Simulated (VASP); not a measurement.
# In3Se (P4/mmm) in VASP: further runs

The runs below take In3Se through single point, with PBEsol+D3(BJ).

Program: VASP 6.6.1. These are calculated values, not measurements. Logs are shortened: lines on timing, memory, paths and dates and some standing lists are left out, and cuts for length are marked.

## (1) The cell of the first run

It takes space group P4/mmm (No. 123, tetragonal). The conventional cell has a = 4.843 Å, b = 4.843 Å, c = 4.117 Å, α = 90.00°, β = 90.00°, γ = 90.00°. Within 4.2 Å of In (site symmetry mmm) lie 10 In at 3.18 to 4.12 Å and 4 Se at 3.18 Å. Within 4.2 Å of In (site symmetry 4/mmm) lie 10 In at 3.18 to 4.12 Å and 4 Se at 3.42 Å. Within 4.2 Å of Se (site symmetry 4/mmm) lie 12 In at 3.18 to 3.42 Å and 2 Se at 4.12 Å.

## (2) Single point, PBEsol+D3(BJ)

Contents of INCAR:

```
PREC     = Accurate       # precision mode
ENCUT    = 520            # plane-wave cutoff, eV
EDIFF    = 1E-7           # SCF threshold, eV
ISMEAR   = 0              # smearing method
SIGMA    = 0.15           # smearing width, eV
LREAL    = F              # projectors in reciprocal space
LASPH    = T              # aspherical terms in the spheres
NELM     = 100            # most SCF steps
ALGO     = Normal         # electronic algorithm
ISIF     = 2              # what is computed and relaxed
LWAVE    = F              # write WAVECAR
LCHARG   = F              # write CHGCAR
GGA      = PS             # functional
IVDW     = 12             # dispersion correction
NBANDS   = 30             # bands
```

Contents of KPOINTS:

```
Automatic mesh
0
Gamma
  12 12 12
```

Contents of POSCAR:

```
In3Se
1.0
    4.8432464260      0.0000000000      0.0000000000
    0.0000000000      4.8432464260      0.0000000000
    0.0000000000      0.0000000000      4.1167594621
In Se
3 1
Direct
    0.0000000000      0.5000000000      0.5000000000
    0.5000000000      0.0000000000      0.5000000000
    0.5000000000      0.5000000000      0.0000000000
    0.0000000000      0.0000000000      0.0000000000
```

Potentials or basis: VASP PAW PBE potentials, release 64 (In_d, Se).

Started as:

```sh
$ cat potpaw_PBE.64/In_d/POTCAR potpaw_PBE.64/Se/POTCAR > POTCAR
$ mpirun -np 1 vasp_std > vasp.out
```

OUTCAR:

```text
PREC = Accurate
   ENCUT = 520
   EDIFF = 1E-7
   ISMEAR = 0
   LREAL = F
   LASPH = T
   NELM = 100
   ISIF = 2
   GGA = PS
   IVDW = 12
 IVDW          = 12

 ion  position               nearest neighbor table
   1  0.000  0.500  0.500-   3 3.18   4 3.18   3 3.18   4 3.18   4 3.18   4 3.18   3 3.18   3 3.18
                             2 3.42   2 3.42   2 3.42   2 3.42
   2  0.500  0.000  0.500-   3 3.18   4 3.18   3 3.18   4 3.18   3 3.18   3 3.18   4 3.18   4 3.18
                             1 3.42   1 3.42   1 3.42   1 3.42
   3  0.500  0.500  0.000-   1 3.18   2 3.18   1 3.18   2 3.18   2 3.18   2 3.18   1 3.18   1 3.18

   4  0.000  0.000  0.000-   1 3.18   2 3.18   1 3.18   2 3.18   1 3.18   1 3.18   2 3.18   2 3.18

  LATTYP: Found a simple tetragonal cell.
 ALAT       =     4.8432464260
 C/A-ratio  =     0.8500000000

  Lattice vectors:

 A1 = (   4.8432464260,   0.0000000000,   0.0000000000)
 A2 = (   0.0000000000,   4.8432464260,   0.0000000000)
 A3 = (   0.0000000000,   0.0000000000,   4.1167594621)

Analysis of symmetry for initial positions (statically):
=====================================================================
 Subroutine PRICEL returns:
 Original cell was already a primitive cell.

 Routine SETGRP: Setting up the symmetry group for a
 simple tetragonal supercell.

 Subroutine GETGRP returns: Found 16 space group operations
 (whereof 16 operations were pure point group operations)
 out of a pool of 16 trial point group operations.

The static configuration has the point symmetry D_4h.

Analysis of symmetry for dynamics (positions and initial velocities):
=====================================================================
 Subroutine PRICEL returns:
 Original cell was already a primitive cell.

 Routine SETGRP: Setting up the symmetry group for a
 simple tetragonal supercell.

 Subroutine GETGRP returns: Found 16 space group operations
 (whereof 16 operations were pure point group operations)
 out of a pool of 16 trial point group operations.

The dynamic configuration has the point symmetry D_4h.

 Subroutine INISYM returns: Found 16 space group operations
 (whereof 16 operations are pure point group operations),
 and found     1 'primitive' translations

----------------------------------------------------------------------------------------

                                     Primitive cell

  volume of cell :      96.5670

  direct lattice vectors                    reciprocal lattice vectors
     4.843246426  0.000000000  0.000000000     0.206473079  0.000000000  0.000000000
     0.000000000  4.843246426  0.000000000     0.000000000  0.206473079  0.000000000
     0.000000000  0.000000000  4.116759462     0.000000000  0.000000000  0.242909504

  length of vectors
     4.843246426  4.843246426  4.116759462     0.206473079  0.206473079  0.242909504

  position of ions in fractional coordinates (direct lattice)
     0.000000000  0.500000000  0.500000000
     0.500000000  0.000000000  0.500000000
     0.500000000  0.500000000  0.000000000
     0.000000000  0.000000000  0.000000000

  ion indices of the primitive-cell ions
   primitive index   ion index
                 1           1
                 2           2
                 3           3
                 4           4

----------------------------------------------------------------------------------------

 KPOINTS: Automatic mesh

Automatic generation of k-mesh.
 Grid dimensions read from file:
 generate k-points for:   12   12   12

 Generating k-lattice:

  Cartesian coordinates                     Fractional coordinates (reciprocal lattice)
     0.017206090  0.000000000  0.000000000     0.083333333  0.000000000  0.000000000
     0.000000000  0.017206090  0.000000000     0.000000000  0.083333333  0.000000000
     0.000000000  0.000000000  0.020242459     0.000000000  0.000000000  0.083333333

  Length of vectors
     0.017206090  0.017206090  0.020242459

  Shift w.r.t. Gamma in fractional coordinates (k-lattice)
     0.000000000  0.000000000  0.000000000

 Subroutine IBZKPT returns following result:
 ===========================================

 Found    196 irreducible k-points:

 Following reciprocal coordinates:
            Coordinates               Weight
  0.000000  0.000000  0.000000      1.000000
  0.083333  0.000000  0.000000      4.000000
  0.166667  0.000000  0.000000      4.000000
  0.250000  0.000000  0.000000      4.000000
  0.333333  0.000000  0.000000      4.000000
  0.416667  0.000000  0.000000      4.000000
[... 16 lines left out ...]
  0.333333  0.333333  0.000000      4.000000
  0.416667  0.333333  0.000000      8.000000
 [... further k-points ...]
   k-points           NKPTS =    196   k-points in BZ     NKDIM =    196   number of bands    NBANDS=     30
   number of dos      NEDOS =    301   number of ions     NIONS =      4
   total plane-waves  NPLWV =  41472
   dimension x,y,z NGX =    36 NGY =   36 NGZ =   32
[... 50 lines left out ...]
   NGX = 19   NGY = 19   NGZ = 15

 number of electron      45.0000000 magnetization

 Free energy of the ion-electron system (eV)
  ---------------------------------------------------
  ext. energy  EPLUGINS =         0.00000000
  ---------------------------------------------------
  free energy    TOTEN  =       -13.20577826 eV

  energy without entropy =      -13.18751203  energy(sigma->0) =      -13.19664515

 E-fermi :   7.1906     XC(G=0): -10.5503

 val. band max:        7.1871389173   @ k =   0.3333   0.0833   0.1667
 cond. band min:       7.1911500813   @ k =   0.5000   0.1667   0.4167
 fundamental gap:      0.0040111640
 Fermi energy:         7.1906079051

 k-point     1 :       0.0000    0.0000    0.0000
  band No.  band energies     occupation
      1      -7.6257      2.00000
      2      -7.6034      2.00000
      3      -7.6034      2.00000
      4      -7.5010      2.00000
      5      -7.4761      2.00000
      6      -7.3505      2.00000
[... 22 lines left out ...]
     29      12.4393      0.00000
     30      13.3102      0.00000

 k-point     2 :       0.0833    0.0000    0.0000
  band No.  band energies     occupation
      1      -7.6173      2.00000
      2      -7.6025      2.00000
      3      -7.5934      2.00000
      4      -7.4952      2.00000
      5      -7.4729      2.00000
      6      -7.3467      2.00000
[... 22 lines left out ...]
     29      12.7190      0.00000
     30      13.6906      0.00000

 k-point     3 :       0.1667    0.0000    0.0000
  band No.  band energies     occupation
      1      -7.5998      2.00000
      2      -7.5930      2.00000
      3      -7.5638      2.00000
      4      -7.4783      2.00000
      5      -7.4646      2.00000
      6      -7.3351      2.00000
[... 22 lines left out ...]
     29      13.2874      0.00000
     30      14.5100      0.00000

 k-point     4 :       0.2500    0.0000    0.0000
  band No.  band energies     occupation
      1      -7.5962      2.00000
      2      -7.5560      2.00000
      3      -7.5167      2.00000
      4      -7.4533      2.00000
      5      -7.4519      2.00000
      6      -7.3160      2.00000
[... 22 lines left out ...]
     29      13.9972      0.00000
     30      15.1203      0.00000

 k-point     5 :       0.3333    0.0000    0.0000
  band No.  band energies     occupation
      1      -7.5925      2.00000
      2      -7.5126      2.00000
      3      -7.4555      2.00000
      4      -7.4413      2.00000
      5      -7.4197      2.00000
      6      -7.2914      2.00000
[... 22 lines left out ...]
     29      13.8350      0.00000
     30      14.7781      0.00000
[... 526 lines left out ...]
     29      12.5762      0.00000
     30      12.6426      0.00000

 k-point    22 :       0.5000    0.2500    0.0000
  band No.  band energies     occupation
      1      -7.5031      2.00000
      2      -7.4155      2.00000
      3      -7.3848      2.00000
      4      -7.3760      2.00000
      5      -7.3325      2.00000
      6      -7.2760      2.00000
[... 22 lines left out ...]
     29      12.3521      0.00000
     30      12.7138      0.00000

 k-point    23 :       0.3333    0.3333    0.0000
  band No.  band energies     occupation
      1      -7.4608      2.00000
      2      -7.4387      2.00000
      3      -7.4260      2.00000
      4      -7.3871      2.00000
      5      -7.3694      2.00000
      6      -7.2986      2.00000
[... 22 lines left out ...]
     29      12.4105      0.00000
     30      12.4870      0.00000

 k-point    24 :       0.4167    0.3333    0.0000
  band No.  band energies     occupation
      1      -7.4450      2.00000
      2      -7.4089      2.00000
      3      -7.3740      2.00000
      4      -7.3688      2.00000
      5      -7.3549      2.00000
      6      -7.2966      2.00000
[... 22 lines left out ...]
     29      11.8992      0.00000
     30      12.4662      0.00000

 [... further k-points ...]

------------------------ aborting loop because EDIFF is reached ----------------------------------------

 Edisp (eV)   -1.47992

 E8    (eV) :    -1.0419

  FORCE on cell =-STRESS in cart. coord.  units (eV):
  Direction    XX          YY          ZZ          XY          YZ          ZX
  --------------------------------------------------------------------------------------
  -------------------------------------------------------------------------------------
  Total      -0.28692    -0.28692    -0.27366     0.00000     0.00000     0.00000
  in kB      -4.76047    -4.76047    -4.54031     0.00000     0.00000     0.00000
  external pressure =       -4.69 kB  Pullay stress =        0.00 kB

 VOLUME and BASIS-vectors are now :
 -----------------------------------------------------------------------------
  energy-cutoff  :      520.00
  volume of cell :       96.57
      direct lattice vectors                 reciprocal lattice vectors
     4.843246426  0.000000000  0.000000000     0.206473079  0.000000000  0.000000000
     0.000000000  4.843246426  0.000000000     0.000000000  0.206473079  0.000000000
     0.000000000  0.000000000  4.116759462     0.000000000  0.000000000  0.242909504

 POSITION                                       TOTAL-FORCE (eV/Angst)
 -----------------------------------------------------------------------------------
      0.00000      2.42162      2.05838         0.000000      0.000000      0.000000
      2.42162      0.00000      2.05838         0.000000      0.000000      0.000000
      2.42162      2.42162      0.00000         0.000000      0.000000      0.000000
      0.00000      0.00000      0.00000         0.000000      0.000000      0.000000
 -----------------------------------------------------------------------------------
    total drift:                                0.000000      0.000000      0.000000

  FREE ENERGIE OF THE ION-ELECTRON SYSTEM (eV)
  ---------------------------------------------------
  free  energy   TOTEN  =       -14.6857012665 eV

  energy  without entropy=      -14.6674350389  energy(sigma->0) =      -14.67656815
```

Wall time 5.3 min (1 thread of Intel Xeon Platinum 8488C (Sapphire Rapids), shared host); peak memory 0.55 GiB.

Results:

| Item | Value |
| --- | --- |
| Free energy | -14.6857 eV |
| Pressure | -0.5 GPa |
| Band gap on the k mesh | zero (an odd number of electrons rules out a gap without spin polarisation) |
| Dispersion energy per atom | -0.370 eV |

Caveat: the PAW data sets were made with another functional, which shifts forces and pressure a little; spin-orbit coupling is left out, which moves the levels of the heavy elements.

## (3) Single point, PBEsol+D3(BJ)

This run uses another cell than the first one, of the same volume but with other edges.

Contents of INCAR:

```
PREC = Accurate
ENCUT = 520
EDIFF = 1E-6
ISMEAR = 0
SIGMA = 0.15
LREAL = F
LASPH = T
NELM = 80
ALGO = Normal
ISIF = 2
LWAVE = F
LCHARG = F
GGA = PS
IVDW = 12
NBANDS = 30
```

Contents of KPOINTS:

```
regular mesh
0
Gamma
  12 12 12
```

Contents of POSCAR:

```
In3Se
1.0
    4.3173354427      0.0000000000      0.0000000000
    0.0000000000      4.3173354427      0.0000000000
    0.0000000000      0.0000000000      5.1808025312
In Se
3 1
Direct
    0.0000000000      0.5000000000      0.5000000000
    0.5000000000      0.0000000000      0.5000000000
    0.5000000000      0.5000000000      0.0000000000
    0.0000000000      0.0000000000      0.0000000000
```

Potentials or basis: VASP PAW PBE potentials, release 64 (In_d, Se).

Started as:

```sh
$ cat potpaw_PBE.64/In_d/POTCAR potpaw_PBE.64/Se/POTCAR > POTCAR
$ mpirun -np 1 vasp_std > vasp.out
```

It took 4.9 min on 1 thread of Intel Xeon Platinum 8488C (Sapphire Rapids), shared host; peak memory 0.55 GiB.

Results (log left out):

- Free energy: -14.6265 eV
- Pressure: -0.1 GPa
- Band gap on the k mesh: zero (an odd number of electrons rules out a gap without spin polarisation)
- Dispersion energy per atom: -0.370 eV

Stress tensor (GPa, compression positive):
```
 0.69  0.00  0.00
 0.00  0.69  0.00
 0.00  0.00 -1.62
```

Levels at points of the mesh, in eV from the Fermi level:
```
           k point  band 19  band 20  band 21  band 22  band 23  band 24  band 25  band 26
(0.00, 0.00, 0.00)    -3.30    -3.30    -2.74    -0.69     1.15     1.15     1.19     4.54
(0.50, 0.00, 0.00)    -3.12    -2.81    -2.18    -1.02     0.21     0.85     1.24     3.90
(0.50, 0.50, 0.00)    -5.58    -2.36    -1.95    -1.53    -1.53     0.11     1.19     1.19
(0.00, 0.00, 0.50)    -2.74    -2.74    -0.97    -0.20    -0.05    -0.05     2.10     3.08
(0.50, 0.00, 0.50)    -6.33    -1.89    -0.43    -0.39     0.56     2.34     2.45     2.66
(0.50, 0.50, 0.50)    -4.58    -4.26    -4.26    -4.24    -3.62     1.79     3.99     3.99
```

Caveat: the PAW data sets were made with another functional, which shifts forces and pressure a little; spin-orbit coupling is left out, which moves the levels of the heavy elements.

## (4) Single point, PBEsol+D3(BJ)

This run uses another cell than the first one, of the same volume but with other edges.

Contents of INCAR:

```
PREC = Accurate ; ENCUT = 520
EDIFF = 1E-7 ; ISMEAR = 0
SIGMA = 0.15 ; LREAL = F
LASPH = T ; NELM = 60
ALGO = Normal ; ISIF = 2
LWAVE = F ; LCHARG = F
GGA = PS ; IVDW = 12
NBANDS = 30
```

KPOINTS is that of step 3.

Contents of POSCAR:

```
In3Se
1.0
    5.1499506885      0.0000000000      0.0000000000
    0.0000000000      5.1499506885      0.0000000000
    0.0000000000      0.0000000000      3.6410151368
In Se
3 1
Direct
    0.0000000000      0.5000000000      0.5000000000
    0.5000000000      0.0000000000      0.5000000000
    0.5000000000      0.5000000000      0.0000000000
    0.0000000000      0.0000000000      0.0000000000
```

Started as:

```sh
$ cat potpaw_PBE.64/In_d/POTCAR potpaw_PBE.64/Se/POTCAR > POTCAR
$ mpirun -np 1 vasp_std > vasp.out
```

Run time: 9.9 min. Hardware: 1 thread of AMD EPYC 7R43 (Zen 3), shared host; peak memory 0.51 GiB.

It converged, with:

- Free energy: -14.6773 eV
- Pressure: -1.6 GPa
- Band gap on the k mesh: zero (an odd number of electrons rules out a gap without spin polarisation)
- Dispersion energy per atom: -0.370 eV

Stress tensor (GPa, compression positive):
```
-2.29  0.00  0.00
 0.00 -2.29  0.00
 0.00  0.00 -0.33
```

Levels at points of the mesh, in eV from the Fermi level:
```csv
k point,band 19,band 20,band 21,band 22,band 23,band 24,band 25,band 26,band 27,band 28
"(0.00, 0.00, 0.00)",-4.33,-3.81,-1.15,-0.15,-0.03,-0.03,3.51,5.21,5.22,6.28
"(0.50, 0.00, 0.00)",-3.55,-3.00,-1.71,-0.77,0.84,2.51,3.13,4.46,5.09,5.85
"(0.50, 0.50, 0.00)",-6.89,-0.49,0.43,0.43,1.07,4.61,4.84,4.84,5.02,5.07
"(0.00, 0.00, 0.50)",-2.32,-2.32,-1.78,-1.76,0.07,0.12,0.12,3.06,3.06,3.78
"(0.50, 0.00, 0.50)",-5.24,-2.03,-1.63,-1.26,-0.94,0.54,1.55,1.62,1.84,3.90
"(0.50, 0.50, 0.50)",-4.32,-3.84,-3.80,-3.80,-3.38,2.04,2.04,5.08,6.46,7.07
```

Caveat: the PAW data sets were made with another functional, which shifts forces and pressure a little; spin-orbit coupling is left out, which moves the levels of the heavy elements.

## (5) Single point, PBEsol+D3(BJ)

This run uses another cell than the first one, of the same volume but with other edges.

Contents of INCAR:

```
SYSTEM = In3Se
ALGO = Normal ; EDIFF = 1E-6
ENCUT = 520 ; GGA = PS
ISIF = 2 ; ISMEAR = 0
IVDW = 12 ; LASPH = .True.
LCHARG = .False. ; LREAL = .False.
LWAVE = .False. ; NBANDS = 30
NELM = 100 ; PREC = Accurate
SIGMA = 0.15
```

Contents of KPOINTS:

```
k-points
0
Gamma
  12 12 12
  0 0 0
```

Contents of POSCAR:

```
In3Se
1.0
    4.0875185702      0.0000000000      0.0000000000
    0.0000000000      4.0875185702      0.0000000000
    0.0000000000      0.0000000000      5.7797512583
In Se
3 1
Direct
    0.0000000000      0.5000000000      0.5000000000
    0.5000000000      0.0000000000      0.5000000000
    0.5000000000      0.5000000000      0.0000000000
    0.0000000000      0.0000000000      0.0000000000
```

Started as:

```sh
$ cat potpaw_PBE.64/In_d/POTCAR potpaw_PBE.64/Se/POTCAR > POTCAR
$ mpirun -np 1 vasp_std > vasp.out
```

Run time: 7.6 min. Hardware: 1 thread of AMD EPYC 7R43 (Zen 3), shared host; peak memory 0.52 GiB.

The run converged. Its results:

```yaml
Free_energy: -14.3989 eV
Pressure: 0.9 GPa
Band_gap_on_the_k_mesh: zero (an odd number of electrons rules out a gap without spin polarisation)
Dispersion_energy_per_atom: -0.370 eV
```

Stress tensor (GPa, compression positive):
```
 2.64  0.00  0.00
 0.00  2.64  0.00
 0.00  0.00 -2.46
```

Levels at points of the mesh, in eV from the Fermi level:
```
           k point  band 18  band 19  band 20  band 21  band 22  band 23  band 24  band 25  band 26  band 27
(0.00, 0.00, 0.00)    -4.91    -3.14    -3.14    -3.00     0.54     0.83     0.83     1.17     4.89     5.51
(0.50, 0.00, 0.00)    -5.84    -4.30    -3.28    -1.88    -1.41     1.32     1.51     1.80     3.69     3.99
(0.50, 0.50, 0.00)    -5.73    -5.19    -2.64    -2.52    -2.52    -2.45    -1.21     0.98     0.98     1.27
(0.00, 0.00, 0.50)    -4.20    -2.89    -2.89    -1.72     0.21     0.21     0.91     1.05     2.69     2.82
(0.50, 0.00, 0.50)    -6.61    -6.50    -1.77    -1.06    -0.01     1.27     2.77     3.13     3.21     3.33
(0.50, 0.50, 0.50)    -5.14    -4.32    -4.21    -4.04    -4.04    -3.62     0.25     3.34     3.34     4.71
```

Caveat: the stress differs along the axes, from -2 to 3 GPa; the PAW data sets were made with another functional, which shifts forces and pressure a little; spin-orbit coupling is left out, which moves the levels of the heavy elements.

## (6) The runs side by side

```tsv
cell	gap on the mesh (eV)	pressure (GPa)
a = 4.843, b = 4.843, c = 4.117 Å, 4 atoms	none	-0.5
a = 4.317, b = 4.317, c = 5.181 Å, 4 atoms	none	-0.1
a = 5.150, b = 5.150, c = 3.641 Å, 4 atoms	none	-1.6
a = 4.088, b = 4.088, c = 5.780 Å, 4 atoms	none	0.9
```

Alike in all rows: task single point; level PBEsol+D3(BJ); potentials or basis VASP PAW PBE potentials, release 64 (In_d, Se); no spin polarisation; k mesh 12 × 12 × 12; cutoff (eV) 520; smearing gaussian 0.15 eV.

Caveats: the PAW data sets were made with another functional, which shifts forces and pressure a little; spin-orbit coupling is left out, which moves the levels of the heavy elements; the stress differs along the axes, from -2 to 3 GPa (at least some runs).

Total energies depend on the potentials used, so only differences within one code and one set of settings carry meaning.

The gap in the log of VASP goes by the Fermi energy; the results here count the filled bands.